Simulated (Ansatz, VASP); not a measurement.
**One calculation of GeSe, two programs**

```
Se Ge
1.0
    10.80578    0.00000    0.00000
     0.00000    3.82586    0.00000
     0.00000    0.00000    4.38436
Se Ge
4 4
Direct
  0.14684 0.75000 0.49068
  0.35316 0.25000 0.99068
  0.64684 0.75000 0.00932
  0.85316 0.25000 0.50932
  0.37758 0.75000 0.60783
  0.12242 0.25000 0.10783
  0.87758 0.75000 0.89217
  0.62242 0.25000 0.39217
```

Alike in both runs: functional r2SCAN; k mesh 2 × 6 × 6; no spin polarisation.

Ansatz relaxed the structure, and its values are those at the end. VASP's run is a single point on that final structure, the one shown.

```csv
,VASP,Ansatz
version,VASP 6.6.1,Ansatz 0.2.0
potentials or method,"VASP PAW PBE potentials, release 64 (Se, Ge_d), cutoff 550 eV",PAW plane waves
occupations,"fermi-dirac, width 0.1 eV",fermi-dirac
valence electrons in the cell,80,120
```

VASP gave:

| Item | Value |
| --- | --- |
| pressure (GPa) | 2.3 |
| rms of the force components (eV/Å) | 0.005 |

Which values does Ansatz return?

Pressure (GPa): 2.3; rms of the force components (eV/Å): 0.007.

VASP's potentials were made for PBE, not for r2SCAN. VASP's potentials hold 80 valence electrons a cell and Ansatz's 120, so a difference there can come from the potentials and not from the codes. Ansatz's warnings: stress scf threshold loose.
